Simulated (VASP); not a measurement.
Crystal: Pd.

```
Pd
1.0
     0.00000    1.94490    1.94490
     1.94490    0.00000    1.94490
     1.94490    1.94490    0.00000
Pd
1
Direct
  0.00000 0.00000 0.00000
```

* Program: VASP 6.6.1
* Task: relaxation of cell and atoms
* Functional: revPBE
* Potentials or basis: VASP PAW PBE potentials, release 64 (Pd)
* Cutoff: 600 eV
* k mesh: 14 × 14 × 14
* Occupations: fermi-dirac, width 0.05 eV
* Spin: collinear spin
* Starting moments: [0.5] μB

At the start: pressure 11.2 GPa; volume 14.71 Å³/atom.

Where does the relaxation end?

Over 4 steps the energy falls by 31.0 meV/atom and the volume is 15.66 Å³/atom (+6.4 %); space group Fm-3m (No. 225, to 0.1 Å) before and after; moment 0.42 μB per cell.

The path:
| step | energy change (eV) | largest force (eV/Å) | pressure (GPa) | volume (Å³) |
| --- | --- | --- | --- | --- |
| 1 | 0.0000 | 0.0000 | 11.24 | 14.71 |
| 2 | 0.0157 | 0.0000 | -10.00 | 17.02 |
| 3 | -0.0310 | 0.0000 | -0.17 | 15.68 |
| 4 | -0.0310 | 0.0000 | 0.02 | 15.66 |

Final structure:
```
Pd
1.0
     0.00000    1.98569    1.98569
     1.98569    0.00000    1.98569
     1.98569    1.98569    0.00000
Pd
1
Cartesian
  0.0000 0.0000 0.0000
```

Caveat: the PAW data sets were made with another functional, which shifts forces and pressure a little.
